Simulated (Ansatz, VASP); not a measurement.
# Sb in VASP and in Ansatz

```xyz
2
Lattice="2.1610 1.2477 3.6868 -2.1610 1.2477 3.6868 0.0000 -2.4953 3.6868" Properties=species:S:1:pos:R:3 pbc="T T T"
Sb    0.0000    0.0000    2.6068
Sb    0.0000    0.0000    8.4537
```

Alike in both runs: functional PBEsol; k mesh 12 × 12 × 12; occupations gaussian, width 0.1 eV; no spin polarisation.

Ansatz relaxed the structure, and its values are those at the end. VASP's run is a single point on that final structure, the one shown.

|  | VASP | Ansatz |
| --- | --- | --- |
| version | VASP 6.6.1 | Ansatz 0.2.0 |
| potentials or method | VASP PAW PBE potentials, release 64 (Sb), cutoff 520 eV | scalar-relativistic, plane waves, PAW |
| valence electrons in the cell | 10 | 30 |

```tsv
	VASP	Ansatz	Ansatz less VASP
gap on the k mesh at the Fermi level (eV)	none	none	-
pressure (GPa)	0.2	0.0	-0.18
rms of the force components (eV/Å)	0.029	0.000	-0.0282
```

VASP's potentials were made for PBE, not for PBEsol. A gap of «none» marks a metal or a gap that the smearing closes. VASP's potentials hold 10 valence electrons a cell and Ansatz's 30, so a difference there can come from the potentials and not from the codes.

Spin-orbit coupling is off throughout.
